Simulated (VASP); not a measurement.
Set up this calculation in VASP 6.6.1, as the native input.

```yaml
Task: single point
Functional: LDA
Potentials_or_basis: VASP PAW LDA potentials, release 64 (Co)
Cutoff: 520 eV
k_mesh: 12 × 12 × 4
Occupations: fermi-dirac, width 0.05 eV
Spin: collinear spin, ferromagnetic start
Starting_moments: "[2.0, 2.0, 2.0, 2.0] μB"
Dipole_correction: no
Further_INCAR_settings: ALGO = Fast; EDIFF = 1e-06; NBANDS = 30
```

The structure of Co lies in POSCAR:

```
Co
1.0
    2.5030729010      0.0000000000      0.0000000000
   -1.2515364506      2.1677247198      0.0000000000
    0.0000000000      0.0000000000      8.1946701348
Co
4
Direct
    0.6666666667      0.3333333333      0.7500000000
    0.0000000000      0.0000000000      0.5000000000
    0.3333333333      0.6666666667      0.2500000000
    0.0000000000      0.0000000000      0.0000000000
```

These files were run (other wordings do the same):

INCAR

```
ALGO = Fast
EDIFF = 1E-6
ENCUT = 520
ISIF = 2
ISMEAR = -1
ISPIN = 2
LASPH = T
LCHARG = F
LMAXMIX = 4
LORBIT = 11
LREAL = F
LWAVE = F
MAGMOM = 2 2 2 2
NBANDS = 30
NELM = 150
PREC = Accurate
SIGMA = 0.05
```

KPOINTS

```
k-points
0
Gamma
  12 12 4
```

Potentials or basis: VASP PAW LDA potentials, release 64 (Co).

Command:

```console
$ cat potpaw_LDA.64/Co/POTCAR > POTCAR
$ mpirun -np 1 vasp_std > vasp.out
```

It gave:

```
Pressure                                              : -22.2 GPa
Net moment                                            : 6.39 μB per cell
Site moments                                          : Co +1.61, +1.59 (each value once) μB
Valence electrons inside the program's atomic spheres : Co 8.23, 8.24 (each value once)
```

Caveat: the cell stands under tension.

Run time: 91 s on 1 thread of Intel(R) Xeon(R) 6975P-C (Granite Rapids), on a shared host, peak memory 0.22 GiB.
